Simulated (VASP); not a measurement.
Write the native input for VASP 6.6.1 that does the following.

```
Task                   : electric field gradients
Functional             : PBEsol
Potentials or basis    : VASP PAW PBE potentials, release 64 (Na_pv, S)
Cutoff                 : 400 eV
k mesh                 : 8 × 8 × 8
Occupations            : fermi-dirac, width 0.02 eV
Spin                   : no spin polarisation
Dipole correction      : no
Further INCAR settings : ALGO = Normal; EDIFF = 1e-08; NBANDS = 17
```

The structure of Na2S lies in POSCAR:

```
Na2S
1.0
    0.0000000000      3.2738406112      3.2738406112
    3.2738406112      0.0000000000      3.2738406112
    3.2738406112      3.2738406112      0.0000000000
Na S
2 1
Direct
    0.2500000000      0.2500000000      0.2500000000
    0.7500000000      0.7500000000      0.7500000000
    0.0000000000      0.0000000000      0.0000000000
```

The input as run:

INCAR

```
PREC = Accurate ; ENCUT = 400
EDIFF = 1E-8 ; ISMEAR = -1
SIGMA = 0.02 ; LREAL = False
LASPH = True ; NELM = 120
ALGO = Normal ; ISIF = 2
LWAVE = False ; LCHARG = False
GGA = PS ; LEFG = True
NBANDS = 17 ; GGA_COMPAT = False
```

KPOINTS

```
regular mesh
0
Gamma
  8 8 8
```

Potentials or basis: VASP PAW PBE potentials, release 64 (Na_pv, S).

The run is started by

```bash
$ cat potpaw_PBE.64/Na_pv/POTCAR potpaw_PBE.64/S/POTCAR > POTCAR
$ mpirun -np 1 vasp_std > vasp.out
```

It gave:

* Pressure: -0.8 GPa
* Band gap on the k mesh: 2.35 eV
* Largest electric field gradient by atom: zero within the noise of the run

Caveat: the PAW data sets were made with another functional, which shifts forces and pressure a little.

Run time: 44 s on 1 thread of Intel Xeon 8259CL, with other jobs on the host, peak memory 0.17 GiB.
